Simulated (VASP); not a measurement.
Wanted: the native input for a VASP 6.6.1 run.

```
Task                   : relaxation of cell and atoms
Functional             : r2SCAN
Potentials or basis    : VASP PAW PBE potentials, release 64 (Ta_pv)
Cutoff                 : 600 eV
k mesh                 : 22 × 22 × 22
Occupations            : gaussian, width 0.1 eV
Spin                   : no spin polarisation
Dipole correction      : no
Further INCAR settings : ALGO = Normal; EDIFF = 1e-06; IBRION = 2; EDIFFG = -0.01; NSW = 100; ISIF = 3
```

The system is Ta.

```
Ta
1.0
     0.00000    2.10243    2.10243
     2.10243    0.00000    2.10243
     2.10243    2.10243    0.00000
Ta
1
Direct
  0.50000 0.50000 0.50000
```

This isn't the form of Ta at room conditions, which is bcc.

These files were run (other wordings do the same):

POSCAR

```
Ta
1.0
    0.0000000000      2.1024284736      2.1024284736
    2.1024284736      0.0000000000      2.1024284736
    2.1024284736      2.1024284736      0.0000000000
Ta
1
Direct
    0.5000000000      0.5000000000      0.5000000000
```

INCAR.step1

```
ALGO = Normal ; EDIFF = 1E-4
ENCUT = 600 ; GGA = PE
ISMEAR = 0 ; LASPH = T
LCHARG = F ; LREAL = F
LWAVE = T ; NELM = 80
PREC = Accurate ; SIGMA = 0.1
```

INCAR.step2

```
ALGO = Normal ; EDIFF = 1E-6
EDIFFG = -0.01 ; ENCUT = 600
IBRION = 2 ; ISIF = 3
ISMEAR = 0 ; ISTART = 1
LASPH = T ; LCHARG = F
LMIXTAU = T ; LREAL = F
LWAVE = F ; METAGGA = R2SCAN
NELM = 80 ; NSW = 100
PREC = Accurate ; SIGMA = 0.1
```

KPOINTS

```
k-points
0
Gamma
  22 22 22
```

Potentials or basis: VASP PAW PBE potentials, release 64 (Ta_pv).

The run is started by

```sh
$ cat potpaw_PBE.64/Ta_pv/POTCAR > POTCAR
$ cp INCAR.step1 INCAR
$ mpirun -np 1 vasp_std > vasp.out
$ cp INCAR.step2 INCAR
$ mpirun -np 1 vasp_std > vasp.out
```

It gave:

```yaml
Relaxed_volume: 18.67 Å³/atom
Relaxed_cell: a = 2.978 Å, b = 2.978 Å, c = 2.978 Å, α = 60.00°, β = 60.00°, γ = 60.00°
Space_group_after_relaxing_to_0.1_Å: Fm-3m (No. 225)
Energy_gained_by_relaxing: 0.2 meV/atom
Ionic_steps: 3
Pressure_after_relaxing: 0.0 GPa
Band_gap_on_the_k_mesh: zero (an odd number of electrons rules out a gap without spin polarisation)
```

Caveat: the PAW data sets were made with another functional, which shifts forces and pressure a little; spin-orbit coupling is left out, which moves the levels of the heavy elements.

Run time: 12 min on 1 thread of Oxide Virtual Turin-like Processor (shared host), peak memory 0.18 GiB.
